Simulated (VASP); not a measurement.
# Hg2Se3 (Pm-3m) in VASP: notebook

Runs on Hg2Se3. Level: PBE. Tasks: single point, relaxation of cell and atoms.

Everything below comes from runs of VASP 6.6.1. Logs are shortened: lines on timing, memory, paths and dates and some standing lists are left out, and cuts for length are marked.

## (1) The cell of the first run

The structure is cubic, space group Pm-3m (No. 221). The conventional cell has a = 5.305 Å, b = 5.305 Å, c = 5.305 Å, α = 90.00°, β = 90.00°, γ = 90.00°. Hg (site symmetry m-3m) has 12 Se at 3.75 Å and 8 Hg at 4.59 Å within 4.9 Å. Within 3.5 Å of Hg (site symmetry m-3m) lie 6 Se at 2.65 Å. Within 3.5 Å of Se (site symmetry 4/mmm) lie 2 Hg at 2.65 Å.

## (2) Single point, PBE

INCAR

```
SYSTEM = Hg2Se3
PREC = Accurate
ENCUT = 520
EDIFF = 1E-6
ISMEAR = 0
SIGMA = 0.1
LREAL = .False.
LASPH = .True.
NELM = 80
ALGO = Normal
ISIF = 2
LWAVE = .False.
LCHARG = .False.
GGA = PE
NBANDS = 29
```

KPOINTS

```
regular mesh
0
Gamma
  4 4 4
  0 0 0
```

POSCAR

```
Hg2Se3
1.0
    5.3046904551      0.0000000000      0.0000000000
    0.0000000000      5.3046904551      0.0000000000
    0.0000000000      0.0000000000      5.3046904551
Hg Se
2 3
Direct
    0.5000000000      0.5000000000      0.5000000000
    0.0000000000      0.0000000000      0.0000000000
    0.5000000000      0.0000000000      0.0000000000
    0.0000000000      0.5000000000      0.0000000000
    0.0000000000      0.0000000000      0.5000000000
```

Potentials or basis: VASP PAW PBE potentials, release 64 (Hg, Se).

On the command line:

```sh
$ cat potpaw_PBE.64/Hg/POTCAR potpaw_PBE.64/Se/POTCAR > POTCAR
$ mpirun -np 1 vasp_std > vasp.out
```

OUTCAR:

```text
SYSTEM = Hg2Se3
   PREC = Accurate
   ENCUT = 520
   EDIFF = 1E-6
   ISMEAR = 0
   LREAL = .False.
   LASPH = .True.
   NELM = 80
   ISIF = 2
   GGA = PE

 ion  position               nearest neighbor table
   1  0.500  0.500  0.500-
   2  0.000  0.000  0.000-   3 2.65   4 2.65   5 2.65   5 2.65   4 2.65   3 2.65
   3  0.500  0.000  0.000-   2 2.65   2 2.65
   4  0.000  0.500  0.000-   2 2.65   2 2.65
   5  0.000  0.000  0.500-   2 2.65   2 2.65

  LATTYP: Found a simple cubic cell.
 ALAT       =     5.3046904551

  Lattice vectors:

 A1 = (   5.3046904551,   0.0000000000,   0.0000000000)
 A2 = (   0.0000000000,   5.3046904551,   0.0000000000)
 A3 = (   0.0000000000,   0.0000000000,   5.3046904551)

Analysis of symmetry for initial positions (statically):
=====================================================================
 Subroutine PRICEL returns:
 Original cell was already a primitive cell.

 Routine SETGRP: Setting up the symmetry group for a
 simple cubic supercell.

 Subroutine GETGRP returns: Found 48 space group operations
 (whereof 48 operations were pure point group operations)
 out of a pool of 48 trial point group operations.

The static configuration has the point symmetry O_h .

Analysis of symmetry for dynamics (positions and initial velocities):
=====================================================================
 Subroutine PRICEL returns:
 Original cell was already a primitive cell.

 Routine SETGRP: Setting up the symmetry group for a
 simple cubic supercell.

 Subroutine GETGRP returns: Found 48 space group operations
 (whereof 48 operations were pure point group operations)
 out of a pool of 48 trial point group operations.

The dynamic configuration has the point symmetry O_h .

 Subroutine INISYM returns: Found 48 space group operations
 (whereof 48 operations are pure point group operations),
 and found     1 'primitive' translations

----------------------------------------------------------------------------------------

                                     Primitive cell

  volume of cell :     149.2726

  direct lattice vectors                    reciprocal lattice vectors
     5.304690455  0.000000000  0.000000000     0.188512413  0.000000000  0.000000000
     0.000000000  5.304690455  0.000000000     0.000000000  0.188512413  0.000000000
     0.000000000  0.000000000  5.304690455     0.000000000  0.000000000  0.188512413

  length of vectors
     5.304690455  5.304690455  5.304690455     0.188512413  0.188512413  0.188512413

  position of ions in fractional coordinates (direct lattice)
     0.500000000  0.500000000  0.500000000
     0.000000000  0.000000000  0.000000000
     0.500000000  0.000000000  0.000000000
     0.000000000  0.500000000  0.000000000
     0.000000000  0.000000000  0.500000000

  ion indices of the primitive-cell ions
   primitive index   ion index
                 1           1
                 2           2
                 3           3
                 4           4
                 5           5

----------------------------------------------------------------------------------------

 KPOINTS: regular mesh

Automatic generation of k-mesh.
 Grid dimensions read from file:
 generate k-points for:    4    4    4

 Generating k-lattice:

  Cartesian coordinates                     Fractional coordinates (reciprocal lattice)
     0.047128103  0.000000000  0.000000000     0.250000000  0.000000000  0.000000000
     0.000000000  0.047128103  0.000000000     0.000000000  0.250000000  0.000000000
     0.000000000  0.000000000  0.047128103     0.000000000  0.000000000  0.250000000

  Length of vectors
     0.047128103  0.047128103  0.047128103

  Shift w.r.t. Gamma in fractional coordinates (k-lattice)
     0.000000000  0.000000000  0.000000000

 Subroutine IBZKPT returns following result:
 ===========================================

 Found     10 irreducible k-points:

 Following reciprocal coordinates:
            Coordinates               Weight
  0.000000  0.000000  0.000000      1.000000
  0.250000  0.000000  0.000000      6.000000
  0.500000  0.000000  0.000000      3.000000
  0.250000  0.250000  0.000000     12.000000
  0.500000  0.250000  0.000000     12.000000
  0.500000  0.500000  0.000000      3.000000
  0.250000  0.250000  0.250000      8.000000
  0.500000  0.250000  0.250000     12.000000
  0.500000  0.500000  0.250000      6.000000
  0.500000  0.500000  0.500000      1.000000
   k-points           NKPTS =     10   k-points in BZ     NKDIM =     10   number of bands    NBANDS=     29
   number of dos      NEDOS =    301   number of ions     NIONS =      5
   total plane-waves  NPLWV =  64000
   dimension x,y,z NGX =    40 NGY =   40 NGZ =   40
   dimension x,y,z NGXF=    80 NGYF=   80 NGZF=   80
   ions per type =               2   3
   NGX,Y,Z   is equivalent  to a cutoff of  12.54, 12.54, 12.54 a.u.
   NGXF,Y,Z  is equivalent  to a cutoff of  25.07, 25.07, 25.07 a.u.
 SYSTEM =  Hg2Se3
   PREC   = accura    normal or accurate (medium, high low for compatibility)
   ISTART =      0    job   : 0-new  1-cont  2-samecut
   ICHARG =      2    charge: 1-file 2-atom 10-const
   ISPIN  =      1    spin polarized calculation?
   LNONCOLLINEAR =      F non collinear calculations
   LSORBIT =      F    spin-orbit coupling
   LASPH  =      T    aspherical Exc in radial PAW
   ENCUT  =  520.0 eV  38.22 Ry    6.18 a.u.   9.86  9.86  9.86*2*pi/ulx,y,z
   NELM   =     80;   NELMIN=  2; NELMDL= -5     # of ELM steps
   EDIFF  = 0.1E-05   stopping-criterion for ELM
   LREAL  =      F    real-space projection
   EDIFFG = 0.1E-04   stopping-criterion for IOM
   NSW    =      0    number of steps for IOM
   IBRION =     -1    ionic relax: 0-MD 1-quasi-New 2-CG
   NFREE  =      0    steps in history (QN), initial steepest desc. (CG)
   ISIF   =      2    stress and relaxation
   ISYM   =      2    0-nonsym 1-usesym 2-fastsym
   POTIM  = 0.5000    time-step for ionic-motion
   TEBEG  =    0.0;   TEEND  =   0.0 temperature during run
   PSTRESS=    0.0 pullay stress
   NELECT =      42.0000    total number of electrons
   NUPDOWN=      -1.0000    fix difference up-down
   EMIN   =  10.00;   EMAX   =-10.00  energy-range for DOS
   EFERMI =   0.00;   METHOD = LEGACY
   ISMEAR =     0;   SIGMA  =   0.10  broadening in eV -4-tet -1-fermi 0-gaus
   EFERMI_NEDOS =   21; number of points for ismear=-14 and -15
   IALGO  =     38    algorithm
   IMIX   =      4    mixing-type and parameters
     AMIX     =   0.40;   BMIX     =  1.00
     AMIX_MAG =   1.60;   BMIX_MAG =  1.00
  volume/ion in A,a.u.               =      29.85       201.47
  Fermi-wavevector in a.u.,A,eV,Ry     =   1.072748  2.027201 15.657437  1.150789
  Thomas-Fermi vector in A             =   2.208528
   LORBIT       =      0    0 simple, 1 ext, 2 COOP (PROOUT), +10 PAW based schemes
   GGA     = PE    functional components
   LHFCALC =     F    Hartree Fock is set to
   AEXX    =    0.0000 exact exchange contribution
   IVDW    =     0    specifies the selected vdW correction
   LEPSILON=     F    determine dielectric tensor
   LRPA    =     F    only Hartree local field effects (RPA)
 non-spin polarized calculation
 Gauss-broadening in eV      SIGMA  =   0.10
  energy-cutoff  :      520.00
  volume of cell :      149.27
 maximum number of plane-waves:      4068
 NGX is ok and might be reduce to    40
   NGX = 19   NGY = 19   NGZ = 19

 number of electron      41.9999998 magnetization

 Free energy of the ion-electron system (eV)
  ---------------------------------------------------
  ext. energy  EPLUGINS =         0.00000000
  ---------------------------------------------------
  free energy    TOTEN  =        -7.36623552 eV

  energy without entropy =       -7.30626705  energy(sigma->0) =       -7.33625129

 E-fermi :   0.7996     XC(G=0):  -8.9569

 val. band max:        0.7850128203   @ k =   0.2500   0.2500   0.2500
 cond. band min:       0.8113372104   @ k =   0.5000   0.2500   0.0000
 fundamental gap:      0.0263243901
 Fermi energy:         0.7996401557

 k-point     1 :       0.0000    0.0000    0.0000
  band No.  band energies     occupation
      1     -12.2570      2.00000
      2     -11.2592      2.00000
      3     -11.2592      2.00000
      4      -6.1555      2.00000
      5      -6.1555      2.00000
      6      -6.1555      2.00000
[... 21 lines left out ...]
     28       7.6878      0.00000
     29       7.6878      0.00000

 k-point     2 :       0.2500    0.0000    0.0000
  band No.  band energies     occupation
      1     -12.1114      2.00000
      2     -11.2534      2.00000
      3     -11.2478      2.00000
      4      -6.3363      2.00000
      5      -6.1929      2.00000
      6      -6.1929      2.00000
[... 21 lines left out ...]
     28       8.3627      0.00000
     29       8.6475      0.00000

 k-point     3 :       0.5000    0.0000    0.0000
  band No.  band energies     occupation
      1     -11.9461      2.00000
      2     -11.2477      2.00000
      3     -11.2367      2.00000
      4      -6.9970      2.00000
      5      -6.2287      2.00000
      6      -6.2287      2.00000
[... 21 lines left out ...]
     28       7.9532      0.00000
     29       8.9524      0.00000

 k-point     4 :       0.2500    0.2500    0.0000
  band No.  band energies     occupation
      1     -11.9597      2.00000
      2     -11.2437      2.00000
      3     -11.2367      2.00000
      4      -6.4798      2.00000
      5      -6.2406      2.00000
      6      -6.1927      2.00000
[... 149 lines left out ...]
     28       7.0951      0.00000
     29       8.4782      0.00000

 k-point     9 :       0.5000    0.5000    0.2500
  band No.  band energies     occupation
      1     -11.4221      2.00000
      2     -11.2007      2.00000
      3     -11.2007      2.00000
      4      -7.0839      2.00000
      5      -6.8885      2.00000
      6      -6.3259      2.00000
[... 21 lines left out ...]
     28       6.8147      0.00000
     29       6.8147      0.00000

 k-point    10 :       0.5000    0.5000    0.5000
  band No.  band energies     occupation
      1     -11.1925      2.00000
      2     -11.1925      2.00000
      3     -11.1925      2.00000
      4      -7.0831      2.00000
      5      -7.0831      2.00000
      6      -6.3189      2.00000
[... 21 lines left out ...]
     28       7.6175      0.00000
     29       7.6175      0.00000

------------------------ aborting loop because EDIFF is reached ----------------------------------------

  FORCE on cell =-STRESS in cart. coord.  units (eV):
  Direction    XX          YY          ZZ          XY          YZ          ZX
  --------------------------------------------------------------------------------------
  -------------------------------------------------------------------------------------
  Total        0.4845280      0.4845280      0.4845280     -0.0000000     -0.0000000     -0.0000000
  in kB        5.2005509      5.2005509      5.2005509     -0.0000000     -0.0000000     -0.0000000
  external PRESSURE =       5.2005509 kB  Pullay stress =       0.0000000 kB

 VOLUME and BASIS-vectors are now :
 -----------------------------------------------------------------------------
  energy-cutoff  :      520.00
  volume of cell :      149.27
      direct lattice vectors                 reciprocal lattice vectors
     5.304690455  0.000000000  0.000000000     0.188512413  0.000000000  0.000000000
     0.000000000  5.304690455  0.000000000     0.000000000  0.188512413  0.000000000
     0.000000000  0.000000000  5.304690455     0.000000000  0.000000000  0.188512413

 POSITION                                       TOTAL-FORCE (eV/Angst)
 -----------------------------------------------------------------------------------
      2.65235      2.65235      2.65235         0.000000      0.000000      0.000000
      0.00000      0.00000      0.00000         0.000000      0.000000      0.000000
      2.65235      0.00000      0.00000         0.000000      0.000000      0.000000
      0.00000      2.65235      0.00000         0.000000      0.000000      0.000000
      0.00000      0.00000      2.65235         0.000000      0.000000      0.000000
 -----------------------------------------------------------------------------------
    total drift:                               -0.000000      0.000000     -0.000000

  FREE ENERGIE OF THE ION-ELECTRON SYSTEM (eV)
  ---------------------------------------------------
  free  energy   TOTEN  =        -7.3662355207 eV

  energy  without entropy=       -7.3062670498  energy(sigma->0) =       -7.33625129
```

Run time: 83 s. Hardware: 1 thread of Intel Xeon 6975P-C, shared host; peak memory 0.25 GiB.

Results:

```yaml
Free_energy: -7.3662 eV
Pressure: 0.5 GPa
Band_gap_on_the_k_mesh: zero (band 21 reaches 1.28 eV, above the bottom of band 22 at 0.43 eV)
```

Caveat: spin-orbit coupling is left out, which moves the levels of the heavy elements.

## (3) Relaxation of cell and atoms, PBE

This run uses another cell than the first one, of 27.15 Å³/atom, 0.909 times its volume.

INCAR

```
SYSTEM = Hg2Se3
PREC = Accurate ; ENCUT = 600
EDIFF = 1E-6 ; ISMEAR = 0
SIGMA = 0.1 ; LREAL = .False.
LASPH = .True. ; NELM = 60
ALGO = Normal ; ISIF = 3
LWAVE = .False. ; LCHARG = .False.
GGA = PE ; IBRION = 2
NSW = 90 ; EDIFFG = -0.04
```

KPOINTS

```
Automatic mesh
0
Gamma
  4 4 4
  0 0 0
```

Changes to POSCAR since step 2:

```diff
@@ -2,5 +2,5 @@
 1.0
-    5.3046904551      0.0000000000      0.0000000000
-    0.0000000000      5.3046904551      0.0000000000
-    0.0000000000      0.0000000000      5.3046904551
+    5.1395116500      0.0000000000      0.0000000000
+    0.0000000000      5.1395116500      0.0000000000
+    0.0000000000      0.0000000000      5.1395116500
 Hg Se
```

Potentials or basis: VASP PAW PBE potentials, release 64 (Hg, Se).

On the command line:

```sh
$ cat potpaw_PBE.64/Hg/POTCAR potpaw_PBE.64/Se/POTCAR > POTCAR
$ mpirun -np 1 vasp_std > vasp.out
```

Run time: 3.9 min. Hardware: 1 thread of Intel Xeon 6975P-C, shared host; peak memory 0.28 GiB.

Results (log left out):

```
Free energy                            : -7.3687 eV
Relaxed volume                         : 30.31 Å³/atom
Relaxed cell                           : a = 5.332 Å, b = 5.332 Å, c = 5.332 Å, α = 90.00°, β = 90.00°, γ = 90.00°
Space group after relaxing (to 0.05 Å) : Pm-3m (No. 221)
Energy gained by relaxing              : 42.9 meV/atom
Ionic steps                            : 3
Pressure after relaxing                : 0.0 GPa
Band gap on the k mesh                 : zero (band 21 reaches 1.15 eV, above the bottom of band 22 at 0.32 eV)
```

Step by step:
| step | energy change (eV) | largest force (eV/Å) | pressure (GPa) | volume (Å³) |
| --- | --- | --- | --- | --- |
| 1 | 0.0000 | 0.0000 | 4.88 | 135.76 |
| 2 | -0.2139 | 0.0000 | -0.22 | 152.67 |
| 3 | -0.2146 | 0.0000 | 0.01 | 151.56 |

Final structure:
```
Hg Se
1.0
     5.33167    0.00000    0.00000
     0.00000    5.33167    0.00000
     0.00000    0.00000    5.33167
Hg Se
2 3
Direct
  0.50000 0.50000 0.50000
  0.00000 0.00000 0.00000
  0.50000 0.00000 0.00000
  0.00000 0.50000 0.00000
  0.00000 0.00000 0.50000
```

Levels at points of the mesh, in eV from the Fermi level:
```csv
k point,band 17,band 18,band 19,band 20,band 21,band 22,band 23,band 24,band 25
"(0.00, 0.00, 0.00)",-1.86,-0.93,-0.54,-0.54,-0.54,-0.35,-0.35,-0.35,6.77
"(0.50, 0.00, 0.00)",-2.86,-0.84,-0.84,-0.71,-0.29,-0.29,0.41,3.32,4.22
"(0.50, 0.50, 0.00)",-1.38,-1.38,-0.61,-0.61,0.22,0.49,1.26,4.62,5.44
"(0.50, 0.50, 0.50)",-2.06,-1.61,0.47,0.47,0.47,1.28,1.28,4.98,4.98
```

Caveat: spin-orbit coupling is left out, which moves the levels of the heavy elements.
